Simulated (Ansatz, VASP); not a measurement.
# Zn: VASP beside Ansatz

```
Zn
1.0
     2.61873    0.00000    0.00000
    -1.30936    2.26788    0.00000
     0.00000    0.00000    4.83890
Zn
2
Direct
  0.33333 0.66667 0.25000
  0.66667 0.33333 0.75000
```

Alike in both runs: task single point; functional r2SCAN; k mesh 7 × 7 × 3; occupations fermi-dirac, width 0.1 eV; no spin polarisation.

|  | VASP | Ansatz |
| --- | --- | --- |
| version | VASP 6.6.1 | Ansatz 0.2.0 |
| potentials or method | VASP PAW PBE potentials, release 64 (Zn), cutoff 520 eV | plane waves (500 eV) with PAW, scalar-relativistic |
| valence electrons in the cell | 24 | 24 |

Ansatz gave:

```
pressure (GPa)                                                : -0.3
traceless stress, the component that is largest in VASP (GPa) : -0.54
```

Question: What did VASP give for the same quantities?

Answer: Pressure (GPa): 0.2; traceless stress, the component that is largest in VASP (GPa): -0.73.

VASP's potentials were made for PBE, not for r2SCAN. The functional is the same, so the differences come from potentials, cutoffs and numerics.

The k mesh is coarse, so the values compare programs but aren't converged.
